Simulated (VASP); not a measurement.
**Zr12H (a cell with a defect): single point with PBEsol**

System: Zr12H (a cell with a defect).

```xyz
13
Lattice="6.4600 0.0000 0.0000 -4.8450 8.3918 0.0000 0.0000 0.0000 5.1454" Properties=species:S:1:pos:R:3 pbc="T T T"
Zr    0.0377   -0.0023    0.0125
Zr    0.0172    1.8932    2.5938
Zr   -1.5783    2.7621    0.0274
Zr   -1.6962    4.6221    2.5545
Zr   -3.2219    5.5576    0.0079
Zr   -3.2446    7.4500    2.5873
Zr    3.2363   -0.0021    0.0161
Zr    3.2017    1.8608    2.5981
Zr    1.6638    2.7852    0.0211
Zr    1.6150    4.6345    2.5532
Zr   -0.0041    5.5953   -0.0236
Zr   -0.0108    7.5808    2.5489
H    -0.0400    5.6394    2.8813
```

```
Program                : VASP 6.6.1
Task                   : single point
Functional             : PBEsol
Potentials or basis    : VASP PAW PBE potentials, release 64 (Zr_sv, H)
Cutoff                 : 520 eV
k mesh                 : 4 × 3 × 4
Occupations            : gaussian, width 0.1 eV
Spin                   : no spin polarisation
Dipole correction      : no
Further INCAR settings : ALGO = Normal; EDIFF = 1e-07; NBANDS = 84
```

```json
{
 "Pressure": "-1.7 GPa",
 "Largest force": "0.431 eV/Å",
 "Band gap on the k mesh": "zero (an odd number of electrons rules out a gap without spin polarisation)"
}
```

Forces on the atoms (eV/Å):
```
Zr  -0.017  0.006 -0.028
Zr  -0.006 -0.013 -0.013
Zr  -0.014  0.005  0.000
Zr   0.026  0.017 -0.066
Zr   0.004  0.005 -0.038
Zr  -0.002  0.008 -0.032
Zr   0.000  0.000 -0.021
Zr   0.014  0.000 -0.005
Zr  -0.017 -0.006 -0.014
Zr   0.002 -0.001 -0.076
Zr   0.016 -0.001 -0.061
Zr   0.001 -0.022 -0.076
H   -0.007  0.004  0.431
```

Stress tensor (GPa, compression positive):
```
-1.38 -0.35  0.02
-0.35 -1.74 -0.01
 0.02 -0.01 -1.99
```

Levels at points of the mesh, in eV from the Fermi level:
| k point | band 70 | band 71 | band 72 | band 73 | band 74 | band 75 |
| --- | --- | --- | --- | --- | --- | --- |
| (0.00, 0.00, 0.00) | -0.26 | 0.10 | 0.19 | 0.46 | 0.57 | 0.62 |
| (0.50, 0.00, 0.00) | -0.76 | -0.68 | -0.53 | 0.01 | 0.10 | 0.44 |
| (0.00, 0.00, 0.50) | -0.76 | -0.13 | -0.06 | 0.06 | 0.22 | 0.25 |
| (0.50, 0.00, 0.50) | -0.77 | -0.76 | -0.74 | -0.32 | -0.17 | -0.09 |

It took 16 min on 1 thread of Intel(R) Xeon(R) Platinum 8259CL CPU @ 2.50GHz (Skylake/Cascade Lake) (shared host), peak memory 0.6 GiB.

Caveat: the PAW data sets were made with another functional, which shifts forces and pressure a little.
